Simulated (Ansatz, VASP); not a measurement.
## Two plane-wave programs on GaN

POSCAR

```
GaN
1.0
    0.0000000000      2.2535006075      2.2535006075
    2.2535006075      0.0000000000      2.2535006075
    2.2535006075      2.2535006075      0.0000000000
Ga N
1 1
Direct
    0.0000000000      0.0000000000      0.0000000000
    0.2500000000      0.2500000000      0.2500000000
```

File INCAR.step1:

```
SYSTEM = GaN
ALGO = Normal ; EDIFF = 1E-5
ENCUT = 520 ; GGA = PE
ISIF = 2 ; ISMEAR = -1
LASPH = .True. ; LREAL = .False.
LWAVE = .True. ; NBANDS = 16
NELM = 80 ; PREC = Accurate
SIGMA = 0.05
```

File INCAR.step2:

```
SYSTEM = GaN
AEXX = 0.25 ; ALGO = Normal
EDIFF = 1E-6 ; ENCUT = 520
GGA = PE ; HFSCREEN = 0.4
ISIF = 2 ; ISMEAR = -1
ISTART = 1 ; LASPH = .True.
LCHARG = .True. ; LELF = .True.
LHFCALC = .True. ; LREAL = .False.
LVHAR = .True. ; LWAVE = .False.
NBANDS = 16 ; NELM = 80
PREC = Accurate ; PRECFOCK = Normal
SIGMA = 0.05
```

File KPOINTS:

```
k-points
0
Gamma
  5 5 5
  0 0 0
```

Contents of input.yaml:

```yaml
crystal:
  lattice:
    - [0.0, 2.2535006075, 2.2535006075]
    - [2.2535006075, 0.0, 2.2535006075]
    - [2.2535006075, 2.2535006075, 0.0]
  atoms:
    - { symbol: Ga, position: [0.0, 0.0, 0.0] }
    - { symbol: "N", position: [0.25, 0.25, 0.25] }
hamiltonian:
  xc: { exchange: pbe, correlation: pbe, exx: { coeff: 0.25, omega: 0.4 } }
  pseudopotentials: { kind: paw }
kpoints:
  mp_grid: { grid: [5, 5, 5] }
scf:
  occupations: { method: fermi_dirac, width: 0.05 }
output:
  forces: true
  stress: true
  eigenvalues: true
```

Alike in both runs: task single point; functional PBE-based screened hybrid with a share of 0.25 of exact exchange and HFSCREEN = 0.4; k mesh 5 × 5 × 5; occupations fermi-dirac, width 0.05 eV; no spin polarisation.

|  | VASP | Ansatz |
| --- | --- | --- |
| version | VASP 6.6.1 | Ansatz 0.2.0 |
| potentials or method | VASP PAW PBE potentials, release 64 (Ga_d, N) | Ansatz PAW |
| plane-wave cutoff (eV) | 520 | 420 |
| valence electrons in the cell | 18 | 18 |

VASP gave:

- gap on the k mesh at the Fermi level (eV): 2.58
- least direct gap on the mesh (eV): 2.58
- pressure (GPa): -0.3

What did Ansatz give for the same quantities?

gap on the k mesh at the Fermi level (eV): 2.57; least direct gap on the mesh (eV): 2.57; pressure (GPa): -0.3.

VASP's potentials were made for PBE, not for PBE-based screened hybrid.

The k mesh is coarse, so the values compare programs but aren't converged. Noted on Ansatz's run: odd divisions of the mesh miss points on the zone boundary, where band edges often lie, so the gap on the mesh can be too wide.
